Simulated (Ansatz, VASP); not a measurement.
Two plane-wave programs on CaCuI3

```
Ca Cu I
1.0
     5.44859    0.00000    0.00000
     0.00000    5.44859    0.00000
     0.00000    0.00000    5.44859
Ca Cu I
1 1 3
Direct
  0.00000 0.00000 0.00000
  0.50000 0.50000 0.50000
  0.00000 0.50000 0.50000
  0.50000 0.00000 0.50000
  0.50000 0.50000 0.00000
```

Alike in both runs: task single point; functional r2SCAN; dispersion rVV10; k mesh 6 × 6 × 6; occupations fermi-dirac, width 0.03 eV; no spin polarisation.

|  | VASP | Ansatz |
| --- | --- | --- |
| version | VASP 6.6.1 | Ansatz 0.2.0 |
| potentials or method | VASP PAW PBE potentials, release 64 (Ca_sv, Cu, I) | plane waves, PAW |
| plane-wave cutoff (eV) | 520 | 500 |
| valence electrons in the cell | 42 | 80 |

|  | VASP | Ansatz | Ansatz less VASP |
| --- | --- | --- | --- |
| pressure (GPa) | 0.1 | -0.1 | -0.17 |

VASP's potentials were made for PBE, not for r2SCAN. VASP's potentials hold 42 valence electrons a cell and Ansatz's 80, so a difference there can come from the potentials and not from the codes.

Neither program's run includes spin-orbit coupling.
